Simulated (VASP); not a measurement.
A run of VASP 6.6.1:

Contents of INCAR:

```
SYSTEM = TaN
PREC = Accurate
ENCUT = 700
EDIFF = 1E-6
ISMEAR = 0
SIGMA = 0.059
LREAL = .FALSE.
LASPH = .TRUE.
NELM = 200
ALGO = Normal
ISIF = 2
LWAVE = .FALSE.
LCHARG = .FALSE.
LMAXMIX = 4
LDAU = .TRUE.
LDAUTYPE = 2
LDAUL = -1 2
LDAUU = 0 5.94
LDAUJ = 0 0
LDAUPRINT = 1
GGA = PE
NBANDS = 16
GGA_COMPAT = .FALSE.
```

File KPOINTS:

```
Automatic mesh
0
G
  10 10 9
  0 0 0
```

POSCAR

```
TaN
1.0
    1.4796546499      2.5628370312      0.0000000000
   -1.4796546499      2.5628370312      0.0000000000
    0.0000000000      0.0000000000      2.8894569500
N Ta
1 1
Direct
    0.0000000000      0.0000000000      0.0000000000
    0.3333333333      0.3333333333      0.5000000000
```

Potentials or basis: VASP PAW PBE potentials, release 64 (N, Ta_sv_GW).

The run is started by

```sh
$ cat potpaw_PBE.64/N/POTCAR potpaw_PBE.64/Ta_sv_GW/POTCAR > POTCAR
$ mpirun -np 1 vasp_std > vasp.out
```

Hardware: 1 thread of AMD EPYC 9R45 96-Core Processor (Zen 5) (shared host).

**Question.** How long does it take, and how much memory?

**Answer.** Wall time 23 s on 1 thread of AMD EPYC 9R45 96-Core Processor (Zen 5), with other jobs on the host, peak memory 0.17 GiB. Counts: scf iterations 14, k points 70.
